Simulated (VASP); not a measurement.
# Zn2CdSe3 (P6mm) in VASP: single point with PBE

Aim: the single point of Zn2CdSe3 with PBE.

Program: VASP 6.6.1. These are calculated values, not measurements. Logs are shortened: lines on timing, memory, paths and dates and some standing lists are left out, and cuts for length are marked.

## (1) The cell of the first run

It takes space group P6mm (No. 183, hexagonal). Conventional cell: a = 4.655 Å, b = 4.655 Å, c = 8.021 Å, α = 90.00°, β = 90.00°, γ = 120.00°. Zn (site symmetry 3m) has 1 Se at 2.60 Å and 3 Zn at 2.69 Å and 3 Cd at 2.95 Å within 3.4 Å. Cd (site symmetry 6mm) has 1 Se at 2.55 Å and 6 Zn at 2.95 Å within 3.4 Å. Se (site symmetry 3m) has 1 Zn at 2.60 Å and 6 Se at 2.69 to 3.15 Å within 3.4 Å. Se (site symmetry 6mm) has 1 Cd at 2.55 Å and 6 Se at 3.15 Å within 3.4 Å.

The cell was built from a structure type or drawn by symmetry, and may not be a known phase.

## (2) Single point, PBE

Contents of INCAR:

```
SYSTEM = Zn2CdSe3
  PREC = Accurate
  ENCUT = 520
  EDIFF = 1E-7
  ISMEAR = 0
  SIGMA = 0.15
  LREAL = .False.
  LASPH = .True.
  NELM = 60
  ALGO = Normal
  ISIF = 2
  LWAVE = .False.
  LCHARG = .False.
  GGA = PE
  NBANDS = 36
```

Contents of KPOINTS:

```
regular mesh
0
Gamma
  3 3 2
  0 0 0
```

Contents of POSCAR:

```
Zn2CdSe3
1.0
    4.6547497378      0.0000000031      0.0000000000
   -2.3273748716      4.0311315196      0.0000000000
    0.0000000000      0.0000000000      8.0214406833
Zn Cd Se
2 1 3
Direct
    0.3333333333      0.6666666667      0.1273191894
    0.6666666667      0.3333333333      0.1273191894
    0.0000000000      0.0000000000     -0.0255920954
    0.3333333333      0.6666666667      0.4512979661
    0.6666666667      0.3333333333      0.4512979661
    0.0000000000      0.0000000000      0.6568265945
```

Potentials or basis: VASP PAW PBE potentials, release 64 (Zn, Cd, Se).

The run is started by

```console
$ cat potpaw_PBE.64/Zn/POTCAR potpaw_PBE.64/Cd/POTCAR potpaw_PBE.64/Se/POTCAR > POTCAR
$ mpirun -np 1 vasp_std > vasp.out
```

OUTCAR:

```text
SYSTEM = Zn2CdSe3
   PREC = Accurate
   ENCUT = 520
   EDIFF = 1E-7
   ISMEAR = 0
   LREAL = .False.
   LASPH = .True.
   NELM = 60
   ISIF = 2
   GGA = PE

 ion  position               nearest neighbor table
   1  0.333  0.667  0.127-   4 2.60   2 2.69   2 2.69   2 2.69   3 2.95   3 2.95   3 2.95
   2  0.667  0.333  0.127-   5 2.60   1 2.69   1 2.69   1 2.69   3 2.95   3 2.95   3 2.95
   3  0.000  0.000  0.974-   6 2.55   2 2.95   1 2.95   1 2.95   2 2.95   2 2.95   1 2.95
   4  0.333  0.667  0.451-   1 2.60   5 2.69   5 2.69   5 2.69
   5  0.667  0.333  0.451-   2 2.60   4 2.69   4 2.69   4 2.69
   6  0.000  0.000  0.657-   3 2.55

  LATTYP: Found a hexagonal cell.
 ALAT       =     4.6547497378
 C/A-ratio  =     1.7232807638

  Lattice vectors:

 A1 = (   4.6547497378,   0.0000000031,   0.0000000000)
 A2 = (  -2.3273748716,   4.0311315196,   0.0000000000)
 A3 = (   0.0000000000,   0.0000000000,   8.0214406833)

Analysis of symmetry for initial positions (statically):
=====================================================================
 Subroutine PRICEL returns:
 Original cell was already a primitive cell.

 Routine SETGRP: Setting up the symmetry group for a
 hexagonal supercell.

 Subroutine GETGRP returns: Found 12 space group operations
 (whereof 12 operations were pure point group operations)
 out of a pool of 24 trial point group operations.

The static configuration has the point symmetry C_6v.

Analysis of symmetry for dynamics (positions and initial velocities):
=====================================================================
 Subroutine PRICEL returns:
 Original cell was already a primitive cell.

 Routine SETGRP: Setting up the symmetry group for a
 hexagonal supercell.

 Subroutine GETGRP returns: Found 12 space group operations
 (whereof 12 operations were pure point group operations)
 out of a pool of 24 trial point group operations.

The dynamic configuration has the point symmetry C_6v.

 Subroutine INISYM returns: Found 12 space group operations
 (whereof 12 operations are pure point group operations),
 and found     1 'primitive' translations

----------------------------------------------------------------------------------------

                                     Primitive cell

  volume of cell :     150.5136

  direct lattice vectors                    reciprocal lattice vectors
     4.654749738  0.000000003  0.000000000     0.214834321  0.124034653  0.000000000
    -2.327374872  4.031131520  0.000000000    -0.000000000  0.248069306  0.000000000
     0.000000000  0.000000000  8.021440683     0.000000000  0.000000000  0.124665885

  length of vectors
     4.654749738  4.654749738  8.021440683     0.248069306  0.248069306  0.124665885

  position of ions in fractional coordinates (direct lattice)
     0.333333333  0.666666667  0.127319189
     0.666666667  0.333333333  0.127319189
     0.000000000  0.000000000  0.974407905
     0.333333333  0.666666667  0.451297966
     0.666666667  0.333333333  0.451297966
     0.000000000  0.000000000  0.656826595

  ion indices of the primitive-cell ions
   primitive index   ion index
                 1           1
                 2           2
                 3           3
                 4           4
                 5           5
                 6           6

----------------------------------------------------------------------------------------

 KPOINTS: regular mesh

Automatic generation of k-mesh.
 Grid dimensions read from file:
 generate k-points for:    3    3    2

 Generating k-lattice:

  Cartesian coordinates                     Fractional coordinates (reciprocal lattice)
     0.071611440  0.041344884  0.000000000     0.333333333  0.000000000  0.000000000
    -0.000000000  0.082689769  0.000000000    -0.000000000  0.333333333  0.000000000
     0.000000000  0.000000000  0.062332942     0.000000000  0.000000000  0.500000000

  Length of vectors
     0.082689769  0.082689769  0.062332942

  Shift w.r.t. Gamma in fractional coordinates (k-lattice)
     0.000000000  0.000000000  0.000000000

 Subroutine IBZKPT returns following result:
 ===========================================

 Found      6 irreducible k-points:

 Following reciprocal coordinates:
            Coordinates               Weight
  0.000000  0.000000  0.000000      1.000000
  0.333333 -0.000000  0.000000      6.000000
  0.333333  0.333333  0.000000      2.000000
  0.000000  0.000000  0.500000      1.000000
  0.333333 -0.000000  0.500000      6.000000
  0.333333  0.333333  0.500000      2.000000
   k-points           NKPTS =      6   k-points in BZ     NKDIM =      6   number of bands    NBANDS=     36
   number of dos      NEDOS =    301   number of ions     NIONS =      6
   total plane-waves  NPLWV =  77760
   dimension x,y,z NGX =    36 NGY =   36 NGZ =   60
   dimension x,y,z NGXF=    72 NGYF=   72 NGZF=  120
   ions per type =               2   1   3
   NGX,Y,Z   is equivalent  to a cutoff of  12.86, 12.86, 12.44 a.u.
   NGXF,Y,Z  is equivalent  to a cutoff of  25.72, 25.72, 24.87 a.u.
 SYSTEM =  Zn2CdSe3
   PREC   = accura    normal or accurate (medium, high low for compatibility)
   ISTART =      0    job   : 0-new  1-cont  2-samecut
   ICHARG =      2    charge: 1-file 2-atom 10-const
   ISPIN  =      1    spin polarized calculation?
   LNONCOLLINEAR =      F non collinear calculations
   LSORBIT =      F    spin-orbit coupling
   LASPH  =      T    aspherical Exc in radial PAW
   ENCUT  =  520.0 eV  38.22 Ry    6.18 a.u.   8.65  8.65 14.91*2*pi/ulx,y,z
   NELM   =     60;   NELMIN=  2; NELMDL= -5     # of ELM steps
   EDIFF  = 0.1E-06   stopping-criterion for ELM
   LREAL  =      F    real-space projection
   EDIFFG = 0.1E-05   stopping-criterion for IOM
   NSW    =      0    number of steps for IOM
   IBRION =     -1    ionic relax: 0-MD 1-quasi-New 2-CG
   NFREE  =      0    steps in history (QN), initial steepest desc. (CG)
   ISIF   =      2    stress and relaxation
   ISYM   =      2    0-nonsym 1-usesym 2-fastsym
   POTIM  = 0.5000    time-step for ionic-motion
   TEBEG  =    0.0;   TEEND  =   0.0 temperature during run
   PSTRESS=    0.0 pullay stress
   NELECT =      54.0000    total number of electrons
   NUPDOWN=      -1.0000    fix difference up-down
   EMIN   =  10.00;   EMAX   =-10.00  energy-range for DOS
   EFERMI =   0.00;   METHOD = LEGACY
   ISMEAR =     0;   SIGMA  =   0.15  broadening in eV -4-tet -1-fermi 0-gaus
   EFERMI_NEDOS =   21; number of points for ismear=-14 and -15
   IALGO  =     38    algorithm
   IMIX   =      4    mixing-type and parameters
     AMIX     =   0.40;   BMIX     =  1.00
     AMIX_MAG =   1.60;   BMIX_MAG =  1.00
  volume/ion in A,a.u.               =      25.09       169.29
  Fermi-wavevector in a.u.,A,eV,Ry     =   1.163271  2.198263 18.411392  1.353199
  Thomas-Fermi vector in A             =   2.299823
   LORBIT       =      0    0 simple, 1 ext, 2 COOP (PROOUT), +10 PAW based schemes
   GGA     = PE    functional components
   LHFCALC =     F    Hartree Fock is set to
   AEXX    =    0.0000 exact exchange contribution
   IVDW    =     0    specifies the selected vdW correction
   LEPSILON=     F    determine dielectric tensor
   LRPA    =     F    only Hartree local field effects (RPA)
 non-spin polarized calculation
 Gauss-broadening in eV      SIGMA  =   0.15
  energy-cutoff  :      520.00
  volume of cell :      150.51
 maximum number of plane-waves:      4062
 NGX is ok and might be reduce to    36
   NGX = 17   NGY = 17   NGZ = 29

 number of electron      53.9999992 magnetization

 Free energy of the ion-electron system (eV)
  ---------------------------------------------------
  ext. energy  EPLUGINS =         0.00000000
  ---------------------------------------------------
  free energy    TOTEN  =       -12.24390700 eV

  energy without entropy =      -12.20467808  energy(sigma->0) =      -12.22429254

 E-fermi :   2.2238     XC(G=0):  -9.2184

 val. band max:        2.1989656984   @ k =   0.3333  -0.0000   0.0000
 cond. band min:       2.3747166927   @ k =   0.3333  -0.0000   0.0000
 fundamental gap:      0.1757509943
 Fermi energy:         2.2237841817

 k-point     1 :       0.0000    0.0000    0.0000
  band No.  band energies     occupation
      1     -13.3062      2.00000
      2      -9.8942      2.00000
      3      -8.9031      2.00000
      4      -6.6831      2.00000
      5      -6.6831      2.00000
      6      -6.6403      2.00000
[... 28 lines left out ...]
     35       6.4136      0.00000
     36       7.5348      0.00000

 k-point     2 :       0.3333   -0.0000    0.0000
  band No.  band energies     occupation
      1     -12.6074      2.00000
      2     -10.3907      2.00000
      3      -9.8550      2.00000
      4      -6.7295      2.00000
      5      -6.6796      2.00000
      6      -6.6317      2.00000
[... 28 lines left out ...]
     35       8.4241      0.00000
     36       9.0639      0.00000

 k-point     3 :       0.3333    0.3333    0.0000
  band No.  band energies     occupation
      1     -11.5254      2.00000
      2     -11.5254      2.00000
      3     -10.1593      2.00000
      4      -6.6853      2.00000
      5      -6.6853      2.00000
      6      -6.6235      2.00000
[... 28 lines left out ...]
     35       8.3963      0.00000
     36       8.3963      0.00000

 k-point     4 :       0.0000    0.0000    0.5000
  band No.  band energies     occupation
      1     -13.3030      2.00000
      2      -9.9168      2.00000
      3      -8.9028      2.00000
      4      -6.6832      2.00000
      5      -6.6832      2.00000
      6      -6.6407      2.00000
[... 28 lines left out ...]
     35       6.4569      0.00000
     36       7.6477      0.00000

 k-point     5 :       0.3333   -0.0000    0.5000
  band No.  band energies     occupation
      1     -12.6054      2.00000
      2     -10.3888      2.00000
      3      -9.8643      2.00000
      4      -6.7322      2.00000
      5      -6.6758      2.00000
      6      -6.6322      2.00000
[... 28 lines left out ...]
     35       7.9162      0.00000
     36       9.1093      0.00000

 k-point     6 :       0.3333    0.3333    0.5000
  band No.  band energies     occupation
      1     -11.5252      2.00000
      2     -11.5252      2.00000
      3     -10.1559      2.00000
      4      -6.6834      2.00000
      5      -6.6834      2.00000
      6      -6.6236      2.00000
[... 28 lines left out ...]
     35       8.5701      0.00000
     36       8.5701      0.00000

------------------------ aborting loop because EDIFF is reached ----------------------------------------

  FORCE on cell =-STRESS in cart. coord.  units (eV):
  Direction    XX          YY          ZZ          XY          YZ          ZX
  --------------------------------------------------------------------------------------
  -------------------------------------------------------------------------------------
  Total        0.0443809      0.0443809      0.2711928     -0.0000000      0.0000000      0.0000000
  in kB        0.4724235      0.4724235      2.8867758     -0.0000000      0.0000000      0.0000000
  external PRESSURE =       1.2772076 kB  Pullay stress =       0.0000000 kB

 VOLUME and BASIS-vectors are now :
 -----------------------------------------------------------------------------
  energy-cutoff  :      520.00
  volume of cell :      150.51
      direct lattice vectors                 reciprocal lattice vectors
     4.654749738  0.000000003  0.000000000     0.214834321  0.124034653  0.000000000
    -2.327374872  4.031131520  0.000000000    -0.000000000  0.248069306  0.000000000
     0.000000000  0.000000000  8.021440683     0.000000000  0.000000000  0.124665885

 POSITION                                       TOTAL-FORCE (eV/Angst)
 -----------------------------------------------------------------------------------
     -0.00000      2.68742      1.02128         0.000000     -0.000000     -0.018516
      2.32737      1.34371      1.02128        -0.000000     -0.000000     -0.018516
      0.00000      0.00000      7.81616        -0.000000      0.000000      0.070171
     -0.00000      2.68742      3.62006        -0.000000     -0.000000      0.025821
      2.32737      1.34371      3.62006         0.000000      0.000000      0.025821
      0.00000      0.00000      5.26870        -0.000000      0.000000     -0.084781
 -----------------------------------------------------------------------------------
    total drift:                               -0.000000     -0.000001     -0.005430

  FREE ENERGIE OF THE ION-ELECTRON SYSTEM (eV)
  ---------------------------------------------------
  free  energy   TOTEN  =       -12.2439070041 eV

  energy  without entropy=      -12.2046780775  energy(sigma->0) =      -12.22429254
```

Wall time 32 s (1 thread of Intel Xeon Platinum 8488C (Sapphire Rapids), shared host); peak memory 0.27 GiB.

Results:

* Free energy: -12.2439 eV
* Pressure: 0.1 GPa
* Largest force: 0.085 eV/Å
* Band gap on the k mesh: zero (bands 27 and 28 overlap by 1.22 eV)

Forces on the atoms (eV/Å):
```
Zn   0.000  0.000 -0.019
Zn   0.000  0.000 -0.019
Cd   0.000  0.000  0.070
Se   0.000  0.000  0.026
Se   0.000  0.000  0.026
Se   0.000  0.000 -0.085
```

Levels at points of the mesh, in eV from the Fermi level:
| k point | band 23 | band 24 | band 25 | band 26 | band 27 | band 28 | band 29 | band 30 | band 31 | band 32 |
| --- | --- | --- | --- | --- | --- | --- | --- | --- | --- | --- |
| (0.00, 0.00, 0.00) | -2.43 | -2.34 | -2.34 | -1.18 | 0.97 | 0.97 | 1.75 | 2.13 | 2.13 | 3.14 |
| (0.00, 0.00, 0.50) | -2.31 | -2.31 | -1.73 | -1.18 | 0.75 | 0.75 | 1.54 | 2.10 | 2.10 | 3.29 |

Caveat: the k points lie up to 0.52 Å⁻¹ apart, too coarse for converged energies and pressures of a metal.
